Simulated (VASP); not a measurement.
Input of a VASP 6.6.1 run:

File INCAR:

```
ALGO = Normal ; EDIFF = 1E-6
ENCUT = 500 ; GGA = CA
GGA_COMPAT = F ; ISIF = 2
ISMEAR = -1 ; LASPH = T
LCHARG = F ; LREAL = F
LWAVE = F ; NBANDS = 16
NELM = 120 ; PREC = Accurate
SIGMA = 0.02
```

The input KPOINTS:

```
k-points
0
Gamma
  6 6 6
```

File POSCAR:

```
AgI
1.0
    0.0000000000      3.1745788340      3.1745788340
    3.1745788340      0.0000000000      3.1745788340
    3.1745788340      3.1745788340      0.0000000000
Ag I
1 1
Direct
    0.0000000000      0.0000000000      0.0000000000
    0.7500000000      0.7500000000      0.7500000000
```

Potentials or basis: VASP PAW LDA potentials, release 64 (Ag, I).

The run is started by

```console
$ cat potpaw_LDA.64/Ag/POTCAR potpaw_LDA.64/I/POTCAR > POTCAR
$ mpirun -np 1 vasp_std > vasp.out
```

What does it give for the band gap on the k mesh?

1.09 eV.

Estimate the pressure.

0.0 GPa.

Caveat: spin-orbit coupling is left out, which moves the levels of the heavy elements.
